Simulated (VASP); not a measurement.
A run of VASP 6.6.1:

The input INCAR:

```
ALGO     = Fast           # electronic algorithm
EDIFF    = 1E-6           # SCF threshold, eV
ENCUT    = 520            # plane-wave cutoff, eV
GGA      = PE             # functional
ISIF     = 2              # what is computed and relaxed
ISMEAR   = 0              # smearing method
LASPH    = True           # aspherical terms in the spheres
LCHARG   = False          # write CHGCAR
LREAL    = False          # projectors in reciprocal space
LWAVE    = False          # write WAVECAR
NBANDS   = 26             # bands
NELM     = 60             # most SCF steps
PREC     = Accurate       # precision mode
SIGMA    = 0.15           # smearing width, eV
```

Contents of KPOINTS:

```
k-points
0
Gamma
  10 10 10
```

File POSCAR:

```
Al2Cu
1.0
   -3.0261521191      3.0261521191      2.4901000000
    3.0261521191     -3.0261521191      2.4901000000
    3.0261521191      3.0261521191     -2.4901000000
Al Cu
4 2
Direct
    0.1587211657      0.6587211657      0.8174423314
    0.6587211657      0.8412788343      0.5000000000
    0.8412788343      0.3412788343      0.1825576686
    0.3412788343      0.1587211657      0.5000000000
    0.7500000000      0.7500000000      0.0000000000
    0.2500000000      0.2500000000      0.0000000000
```

Potentials or basis: VASP PAW PBE potentials, release 64 (Al, Cu).

Command:

```bash
$ cat potpaw_PBE.64/Al/POTCAR potpaw_PBE.64/Cu/POTCAR > POTCAR
$ mpirun -np 1 vasp_std > vasp.out
```

Hardware: 1 thread of Intel(R) Xeon(R) 6975P-C (Granite Rapids), on a shared host.

Problem. How long does it take, and how much memory?

Solution. Run time: 2.4 min on 1 thread of Intel(R) Xeon(R) 6975P-C (Granite Rapids), with other jobs on the host, peak memory 0.38 GiB. Counts: scf iterations 18, k points 102.
